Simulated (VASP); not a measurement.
Runs of VASP 6.6.1 on Cu. The structure is that of space group Im-3m (No. 229), or close to it. The cells are those of the table. 

```csv
cell,gap on the mesh (eV),pressure (GPa)
"a = 2.982, b = 2.982, c = 2.821 Å, 2 atoms",none,-10.9
"a = 2.837, b = 2.837, c = 2.853 Å, 2 atoms",none,0.5
"a = 2.953, b = 2.953, c = 2.793 Å, 2 atoms",none,(b)
"a = 2.924, b = 2.924, c = 2.766 Å, 2 atoms",none,(a)
"a = 2.895, b = 2.895, c = 2.739 Å, 2 atoms",none,0.6
"a = 2.866, b = 2.866, c = 2.791 Å, 2 atoms",none,0.8
```

Alike in all rows: task single point; level r2SCAN; potentials or basis VASP PAW PBE potentials, release 64 (Cu); no spin polarisation; k mesh 18 × 18 × 18; cutoff (eV) 520; smearing gaussian 0.1 eV.

Task: Fill in the values left out.

Result: (a) -3.6; (b) -7.4.

Caveats: the PAW data sets were made with another functional, which shifts forces and pressure a little; the cell stands under tension (at least some runs).

A gap of «none» marks levels without a gap at the run's occupations.
